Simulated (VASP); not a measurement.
Runs of VASP 6.6.1 on Li2O. The structure is that of space group Fm-3m (No. 225), or close to it. The cells are those of the table. 

```csv
task,cell,cutoff (eV),gap on the mesh (eV),pressure (GPa)
electric field gradients,"a = 3.234, b = 3.234, c = 3.201 Å, angles 60.3, 60.3, 59.3°, 3 atoms",650,4.96,(b)
single point,"a = 3.299, b = 3.299, c = 3.331 Å, angles 59.7, 59.7, 60.7°, 3 atoms",750,4.78,-4.8
electric field gradients,"a = 3.299, b = 3.299, c = 3.331 Å, angles 59.7, 59.7, 60.7°, 3 atoms",650,4.78,-5.0
single point,"a = 3.288 Å, angles 60.0°, 3 atoms",750,4.89,-3.4
electric field gradients,"a = 3.255 Å, angles 60.0°, 3 atoms",650,4.94,-1.4
electric field gradients,"a = 3.282, b = 3.282, c = 3.299 Å, angles 59.8, 59.8, 60.3°, 3 atoms",650,4.85,-3.7
electric field gradients,"a = 3.250, b = 3.250, c = 3.233 Å, angles 60.2, 60.2, 59.7°, 3 atoms",650,4.94,-0.6
electric field gradients,"a = 3.288 Å, angles 60.0°, 3 atoms",650,4.88,-3.7
single point,"a = 3.299, b = 3.299, c = 3.266 Å, angles 60.3, 60.3, 59.3°, 3 atoms",750,4.85,-3.4
electric field gradients,"a = 3.330 Å, angles 60.0°, 3 atoms",650,4.76,-6.2
single point,"a = 3.330 Å, angles 60.0°, 3 atoms",750,4.75,-5.9
single point,"a = 3.250, b = 3.250, c = 3.233 Å, angles 60.2, 60.2, 59.7°, 3 atoms",750,(a),-0.3
```

Alike in all rows: level PBEsol; potentials or basis VASP PAW PBE potentials, release 64 (Li_sv, O); no spin polarisation; k mesh 9 × 9 × 9; smearing fermi-dirac 0.03 eV.

Question: Estimate the missing entries.

Answer: (a) 4.95; (b) 1.1.

Caveats: the PAW data sets were made with another functional, which shifts forces and pressure a little.

A k mesh can miss the band edges.
